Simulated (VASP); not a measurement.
# Pb (C2/m) in VASP: notebook

The runs below take Pb through single point, with PBEsol.

All numbers are computed with VASP 6.6.1; they aren't measurements. Logs are shortened: lines on timing, memory, paths and dates and some standing lists are left out, and cuts for length are marked.

### 1 The cell of the first run

The structure is monoclinic, space group C2/m (No. 12). Conventional cell: a = 5.778 Å, b = 3.400 Å, c = 3.421 Å, α = 90.00°, β = 124.77°, γ = 90.00°. Pb (site symmetry 2/m) has 12 Pb at 3.35 to 3.42 Å within 4.4 Å.

### 2 Single point, PBEsol

Input file INCAR:

```
ALGO     = Fast           # electronic algorithm
EDIFF    = 1E-6           # SCF threshold, eV
ENCUT    = 520            # plane-wave cutoff, eV
GGA      = PS             # functional
ISIF     = 2              # what is computed and relaxed
ISMEAR   = -1             # smearing method
LASPH    = True           # aspherical terms in the spheres
LCHARG   = True           # write CHGCAR
LELF     = True           # ELF
LREAL    = False          # projectors in reciprocal space
LVHAR    = True         
LWAVE    = False          # write WAVECAR
NBANDS   = 21             # bands
NELM     = 100            # most SCF steps
PREC     = Accurate       # precision mode
SIGMA    = 0.05           # smearing width, eV
```

Input file KPOINTS:

```
k-points
0
Gamma
  9 9 5
```

Input file POSCAR:

```
Pb
1.0
    2.9169479645     -1.6999863767     -0.5190442281
    2.9169479645      1.6999863767     -0.5190442281
   -3.0719294381      0.0000000000      6.1135931176
Pb
2
Direct
    1.0000161861      1.0000161861      0.7500130653
   -0.0000161861     -0.0000161861      0.2499869347
```

Potentials or basis: VASP PAW PBE potentials, release 64 (Pb_d).

Started as:

```bash
$ cat potpaw_PBE.64/Pb_d/POTCAR > POTCAR
$ mpirun -np 1 vasp_std > vasp.out
```

OUTCAR:

```text
EDIFF = 1E-6
   ENCUT = 520
   GGA = PS
   ISIF = 2
   ISMEAR = -1
   LASPH = True
   LREAL = False
   NELM = 100
   PREC = Accurate

 ion  position               nearest neighbor table
   1  0.000  0.000  0.750-   2 3.35   2 3.35   2 3.35   2 3.35   2 3.42   2 3.42
   2  1.000  1.000  0.250-   1 3.35   1 3.35   1 3.35   1 3.35   1 3.42   1 3.42

  Warning from LATTYP: Got some problem with cell dimensions!
  Tried to take original basis but could not verify dimensions!
  LATTYP: Found a base centered monoclinic cell.
 ALAT       =     5.9255353643
 B/A-ratio  =     0.5737832186
 C/A-ratio  =     0.9751590474
 COS(beta)  =    -0.3167137849

  Lattice vectors:

 A1 = (  -2.9169479645,   1.6999863767,   0.5190442281)
 A2 = (  -2.9169479645,  -1.6999863767,   0.5190442281)
 A3 = (   2.7619664909,   0.0000000000,   5.0755046614)

Analysis of symmetry for initial positions (statically):
=====================================================================
 Subroutine PRICEL returns:
 Original cell was already a primitive cell.

 Routine SETGRP: Setting up the symmetry group for a
 base centered monoclinic supercell.

 Subroutine GETGRP returns: Found  4 space group operations
 (whereof  4 operations were pure point group operations)
 out of a pool of  4 trial point group operations.

The static configuration has the point symmetry C_2h.

Analysis of symmetry for dynamics (positions and initial velocities):
=====================================================================
 Subroutine PRICEL returns:
 Original cell was already a primitive cell.

 Routine SETGRP: Setting up the symmetry group for a
 base centered monoclinic supercell.

 Subroutine GETGRP returns: Found  4 space group operations
 (whereof  4 operations were pure point group operations)
 out of a pool of  4 trial point group operations.

The dynamic configuration has the point symmetry C_2h.

 Subroutine INISYM returns: Found  4 space group operations
 (whereof  4 operations are pure point group operations),
 and found     1 'primitive' translations

----------------------------------------------------------------------------------------

                                     Primitive cell

  volume of cell :      55.2107

  direct lattice vectors                    reciprocal lattice vectors
     2.916947964 -1.699986377 -0.519044228     0.188243014 -0.294120004  0.094587462
     2.916947964  1.699986377 -0.519044228     0.188243014  0.294120004  0.094587462
    -3.071929438  0.000000000  6.113593118     0.031963674  0.000000000  0.179630887

  length of vectors
     3.415837528  3.415837528  6.841985916     0.361785568  0.361785568  0.182452547

  position of ions in fractional coordinates (direct lattice)
     0.000016186  0.000016186  0.750013065
     0.999983814  0.999983814  0.249986935

  ion indices of the primitive-cell ions
   primitive index   ion index
                 1           1
                 2           2

----------------------------------------------------------------------------------------

 KPOINTS: k-points

Automatic generation of k-mesh.
 Grid dimensions read from file:
 generate k-points for:    9    9    5

 Generating k-lattice:

  Cartesian coordinates                     Fractional coordinates (reciprocal lattice)
     0.020915890 -0.032680000  0.010509718     0.111111111  0.000000000  0.000000000
     0.020915890  0.032680000  0.010509718     0.000000000  0.111111111  0.000000000
     0.006392735  0.000000000  0.035926177     0.000000000  0.000000000  0.200000000

  Length of vectors
     0.040198396  0.040198396  0.036490509

  Shift w.r.t. Gamma in fractional coordinates (k-lattice)
     0.000000000  0.000000000  0.000000000

 Subroutine IBZKPT returns following result:
 ===========================================

 Found    115 irreducible k-points:

 Following reciprocal coordinates:
            Coordinates               Weight
  0.000000  0.000000  0.000000      1.000000
  0.111111  0.000000  0.000000      4.000000
  0.222222  0.000000  0.000000      4.000000
  0.333333 -0.000000  0.000000      4.000000
  0.444444  0.000000  0.000000      4.000000
  0.111111  0.111111  0.000000      2.000000
[... 16 lines left out ...]
 -0.333333  0.333333  0.000000      2.000000
  0.444444  0.444444  0.000000      2.000000
 [... further k-points ...]
   k-points           NKPTS =    115   k-points in BZ     NKDIM =    115   number of bands    NBANDS=     21
   number of dos      NEDOS =    301   number of ions     NIONS =      2
   total plane-waves  NPLWV =  42336
   dimension x,y,z NGX =    28 NGY =   28 NGZ =   54
   dimension x,y,z NGXF=    56 NGYF=   56 NGZF=  108
   ions per type =               2
   NGX,Y,Z   is equivalent  to a cutoff of  13.63, 13.63, 13.12 a.u.
   NGXF,Y,Z  is equivalent  to a cutoff of  27.25, 27.25, 26.24 a.u.
 SYSTEM =  unknown system
   PREC   = accura    normal or accurate (medium, high low for compatibility)
   ISTART =      0    job   : 0-new  1-cont  2-samecut
   ICHARG =      2    charge: 1-file 2-atom 10-const
   ISPIN  =      1    spin polarized calculation?
   LNONCOLLINEAR =      F non collinear calculations
   LSORBIT =      F    spin-orbit coupling
   LASPH  =      T    aspherical Exc in radial PAW
   ENCUT  =  520.0 eV  38.22 Ry    6.18 a.u.   6.35  6.35 12.72*2*pi/ulx,y,z
   NELM   =    100;   NELMIN=  2; NELMDL= -5     # of ELM steps
   EDIFF  = 0.1E-05   stopping-criterion for ELM
   LREAL  =      F    real-space projection
   EDIFFG = 0.1E-04   stopping-criterion for IOM
   NSW    =      0    number of steps for IOM
   IBRION =     -1    ionic relax: 0-MD 1-quasi-New 2-CG
   NFREE  =      0    steps in history (QN), initial steepest desc. (CG)
   ISIF   =      2    stress and relaxation
   ISYM   =      2    0-nonsym 1-usesym 2-fastsym
   POTIM  = 0.5000    time-step for ionic-motion
   TEBEG  =    0.0;   TEEND  =   0.0 temperature during run
   PSTRESS=    0.0 pullay stress
   NELECT =      28.0000    total number of electrons
   NUPDOWN=      -1.0000    fix difference up-down
   EMIN   =  10.00;   EMAX   =-10.00  energy-range for DOS
   EFERMI =   0.00;   METHOD = LEGACY
   ISMEAR =    -1;   SIGMA  =   0.05  broadening in eV -4-tet -1-fermi 0-gaus
   EFERMI_NEDOS =   21; number of points for ismear=-14 and -15
   IALGO  =     68    algorithm
   IMIX   =      4    mixing-type and parameters
     AMIX     =   0.40;   BMIX     =  1.00
     AMIX_MAG =   1.60;   BMIX_MAG =  1.00
  volume/ion in A,a.u.               =      27.61       186.29
  Fermi-wavevector in a.u.,A,eV,Ry     =   1.305529  2.467092 23.189846  1.704406
  Thomas-Fermi vector in A             =   2.436392
   LORBIT       =      0    0 simple, 1 ext, 2 COOP (PROOUT), +10 PAW based schemes
   GGA     = PS    functional components
   LHFCALC =     F    Hartree Fock is set to
   AEXX    =    0.0000 exact exchange contribution
   IVDW    =     0    specifies the selected vdW correction
   LEPSILON=     F    determine dielectric tensor
   LRPA    =     F    only Hartree local field effects (RPA)
 non-spin polarized calculation
 RMM-DIIS sequential band-by-band and
  energy-cutoff  :      520.00
  volume of cell :       55.21
 maximum number of plane-waves:      1503
 NGX is ok and might be reduce to    28
   NGX = 13   NGY = 13   NGZ = 25

 number of electron      28.0000001 magnetization

 Free energy of the ion-electron system (eV)
  ---------------------------------------------------
  ext. energy  EPLUGINS =         0.00000000
  ---------------------------------------------------
  free energy    TOTEN  =        -7.94452268 eV

  energy without entropy =       -7.93845892  energy(sigma->0) =       -7.94149080

 E-fermi :   8.1785     XC(G=0): -10.8001

 val. band max:        8.1747118394   @ k =   0.4444   0.1111   0.4000
 cond. band min:       8.2290098700   @ k =  -0.1111  -0.3333   0.2000
 fundamental gap:      0.0542980306
 Fermi energy:         8.1784511150

 k-point     1 :       0.0000    0.0000    0.0000
  band No.  band energies     occupation
      1      -8.9349      2.00000
      2      -8.8908      2.00000
      3      -8.8787      2.00000
      4      -8.8580      2.00000
      5      -8.8517      2.00000
      6      -8.8491      2.00000
[... 13 lines left out ...]
     20      18.0713      0.00000
     21      18.3336      0.00000

 k-point     2 :       0.1111    0.0000    0.0000
  band No.  band energies     occupation
      1      -8.9097      2.00000
      2      -8.8764      2.00000
      3      -8.8696      2.00000
      4      -8.8568      2.00000
      5      -8.8322      2.00000
      6      -8.8152      2.00000
[... 13 lines left out ...]
     20      17.8186      0.00000
     21      19.9448      0.00000

 k-point     3 :       0.2222    0.0000    0.0000
  band No.  band energies     occupation
      1      -8.9424      2.00000
      2      -8.8886      2.00000
      3      -8.8456      2.00000
      4      -8.8244      2.00000
      5      -8.8005      2.00000
      6      -8.7137      2.00000
[... 13 lines left out ...]
     20      17.5903      0.00000
     21      20.4401      0.00000

 k-point     4 :       0.3333   -0.0000    0.0000
  band No.  band energies     occupation
      1      -9.0174      2.00000
      2      -8.9145      2.00000
      3      -8.9136      2.00000
      4      -8.8593      2.00000
      5      -8.8117      2.00000
      6      -8.5957      2.00000
[... 13 lines left out ...]
     20      17.4809      0.00000
     21      18.2888      0.00000

 k-point     5 :       0.4444    0.0000    0.0000
  band No.  band energies     occupation
      1      -9.0897      2.00000
      2      -8.9788      2.00000
      3      -8.9339      2.00000
      4      -8.8783      2.00000
      5      -8.8293      2.00000
      6      -8.5276      2.00000
[... 13 lines left out ...]
     20      15.6709      0.00000
     21      17.4856      0.00000

 k-point     6 :       0.1111    0.1111    0.0000
  band No.  band energies     occupation
      1      -8.9079      2.00000
      2      -8.8880      2.00000
      3      -8.8499      2.00000
      4      -8.8363      2.00000
      5      -8.8326      2.00000
      6      -8.8113      2.00000
[... 13 lines left out ...]
     20      17.2774      0.00000
     21      19.4175      0.00000

 k-point     7 :       0.2222    0.1111    0.0000
  band No.  band energies     occupation
      1      -8.9024      2.00000
      2      -8.8867      2.00000
      3      -8.8573      2.00000
      4      -8.8130      2.00000
      5      -8.7786      2.00000
      6      -8.7389      2.00000
[... 13 lines left out ...]
     20      17.6640      0.00000
     21      18.9755      0.00000
[... 291 lines left out ...]
      1      -9.0342      2.00000
      2      -8.8967      2.00000
      3      -8.8739      2.00000
      4      -8.8399      2.00000
      5      -8.7899      2.00000
      6      -8.5942      2.00000
[... 13 lines left out ...]
     20      15.4578      0.00000
     21      16.7344      0.00000

 k-point    21 :       0.4444    0.3333    0.0000
  band No.  band energies     occupation
      1      -9.0361      2.00000
      2      -8.9234      2.00000
      3      -8.9211      2.00000
      4      -8.8456      2.00000
      5      -8.7846      2.00000
      6      -8.6014      2.00000
[... 13 lines left out ...]
     20      16.5648      0.00000
     21      16.7609      0.00000

 k-point    22 :      -0.4444    0.3333    0.0000
  band No.  band energies     occupation
      1      -8.9959      2.00000
      2      -8.9370      2.00000
      3      -8.8716      2.00000
      4      -8.8330      2.00000
      5      -8.7252      2.00000
      6      -8.6260      2.00000
[... 13 lines left out ...]
     20      16.7422      0.00000
     21      19.3202      0.00000

 k-point    23 :      -0.3333    0.3333    0.0000
  band No.  band energies     occupation
      1      -8.9457      2.00000
      2      -8.8969      2.00000
      3      -8.8346      2.00000
      4      -8.7485      2.00000
      5      -8.7078      2.00000
      6      -8.6770      2.00000
[... 13 lines left out ...]
     20      18.6202      0.00000
     21      20.7928      0.00000

 k-point    24 :       0.4444    0.4444    0.0000
  band No.  band energies     occupation
      1      -9.0853      2.00000
      2      -8.9756      2.00000
      3      -8.9252      2.00000
      4      -8.8726      2.00000
      5      -8.8434      2.00000
      6      -8.5303      2.00000
[... 13 lines left out ...]
     20      15.0941      0.00000
     21      17.3181      0.00000

 [... further k-points ...]

------------------------ aborting loop because EDIFF is reached ----------------------------------------

  FORCE on cell =-STRESS in cart. coord.  units (eV):
  Direction    XX          YY          ZZ          XY          YZ          ZX
  --------------------------------------------------------------------------------------
  -------------------------------------------------------------------------------------
  Total        1.7108339      1.7077327      1.7108681      0.0000000      0.0000000     -0.0022426
  in kB       49.6472640     49.5572696     49.6482567      0.0000000      0.0000000     -0.0650784
  external PRESSURE =      49.6175968 kB  Pullay stress =       0.0000000 kB

 VOLUME and BASIS-vectors are now :
 -----------------------------------------------------------------------------
  energy-cutoff  :      520.00
  volume of cell :       55.21
      direct lattice vectors                 reciprocal lattice vectors
     2.916947964 -1.699986377 -0.519044228     0.188243014 -0.294120004  0.094587462
     2.916947964  1.699986377 -0.519044228     0.188243014  0.294120004  0.094587462
    -3.071929438  0.000000000  6.113593118     0.031963674  0.000000000  0.179630887

 POSITION                                       TOTAL-FORCE (eV/Angst)
 -----------------------------------------------------------------------------------
     -2.30389      0.00000      4.58526        -0.000165      0.000000     -0.000501
      5.06586      0.00000      0.49025         0.000165      0.000000      0.000501
 -----------------------------------------------------------------------------------
    total drift:                               -0.000000     -0.000000      0.000000

  FREE ENERGIE OF THE ION-ELECTRON SYSTEM (eV)
  ---------------------------------------------------
  free  energy   TOTEN  =        -7.9445226814 eV

  energy  without entropy=       -7.9384589193  energy(sigma->0) =       -7.94149080
```

It took 83 s on 1 thread of Intel Xeon 6975P-C (Granite Rapids), shared host; peak memory 0.26 GiB.

Results:

| Quantity | Value |
| --- | --- |
| Free energy | -7.9445 eV |
| Pressure | 5.0 GPa |
| Band gap on the k mesh | zero (band 14 reaches 14.23 eV, above the bottom of band 15 at 6.54 eV) |

Caveat: the PAW data sets were made with another functional, which shifts forces and pressure a little; spin-orbit coupling is left out, which moves the levels of the heavy elements.

(Continued in part 2 of 2.)
